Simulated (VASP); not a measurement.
The system is Au.

```xyz
1
Lattice="0.0000 1.9935 1.9935 1.9935 0.0000 1.9935 1.9935 1.9935 0.0000" Properties=species:S:1:pos:R:3 pbc="T T T"
Au    0.0000    0.0000    0.0000
```

Base run:

```yaml
Program: VASP 6.6.1
Functional: r2SCAN
Potentials_or_basis: VASP PAW PBE potentials, release 64 (Au)
Cutoff: 520 eV
k_mesh: 11 × 11 × 11
Occupations: fermi-dirac, width 0.05 eV
Spin: no spin polarisation
```

Its results: pressure 21.7 GPa.

**Question.** The run is repeated on the same cell with these changes: functional from r2SCAN to RPBE. What comes out?

**Answer.** Pressure 29.4 GPa.

Caveats: the PAW data sets were made with another functional, which shifts forces and pressure a little.
